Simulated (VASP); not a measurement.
Write the native input for VASP 6.6.1 that does the following.

- Task: single point
- Functional: PBE
- Potentials or basis: VASP PAW PBE potentials, release 64 (Sn_d, O_h)
- Cutoff: 910 eV
- k mesh: 7 × 7 × 6
- Occupations: gaussian, width 0.016 eV
- Spin: no spin polarisation
- Dipole correction: no
- Further INCAR settings: ALGO = Normal; EDIFF = 1e-06; NBANDS = 28

The structure of SnO lies in POSCAR:

```
SnO
1.0
    3.8136952200      0.0000000000      0.0000000000
    0.0000000000      3.8136952200      0.0000000000
    0.0000000000      0.0000000000      4.8869133000
Sn O
2 2
Direct
    0.5000000000      0.0000000000      0.7646261400
    0.0000000000      0.5000000000      0.2353738600
    0.0000000000      0.0000000000      0.0000000000
    0.5000000000      0.5000000000      0.0000000000
```

The input as run:

INCAR

```
SYSTEM = SnO
  ALGO = Normal
  EDIFF = 1E-6
  ENCUT = 910
  GGA = PE
  GGA_COMPAT = .False.
  ISIF = 2
  ISMEAR = 0
  LASPH = .True.
  LCHARG = .False.
  LREAL = .False.
  LWAVE = .False.
  NBANDS = 28
  NELM = 120
  PREC = Accurate
  SIGMA = 0.016
```

KPOINTS

```
k-points
0
Gamma
  7 7 6
  0 0 0
```

Potentials or basis: VASP PAW PBE potentials, release 64 (Sn_d, O_h).

Run with:

```console
$ cat potpaw_PBE.64/Sn_d/POTCAR potpaw_PBE.64/O_h/POTCAR > POTCAR
$ mpirun -np 1 vasp_std > vasp.out
```

It gave:

```yaml
Pressure: 3.7 GPa
Largest_force: 0.447 eV/Å
Band_gap_on_the_k_mesh: 0.39 eV (least direct gap 2.05 eV)
```

Caveat: the cutoff is under 1.25 times the usual one of these potentials, so pressure, stress and relaxed cells hold a basis-set (Pulay) error; the cell stands under pressure; spin-orbit coupling is left out, which moves the levels of the heavy elements; an odd mesh through Γ misses points on the zone boundary, where band edges can lie.

It took 84 s on 1 thread of Intel(R) Xeon(R) 6975P-C (Granite Rapids), with other jobs on the host, peak memory 0.35 GiB.
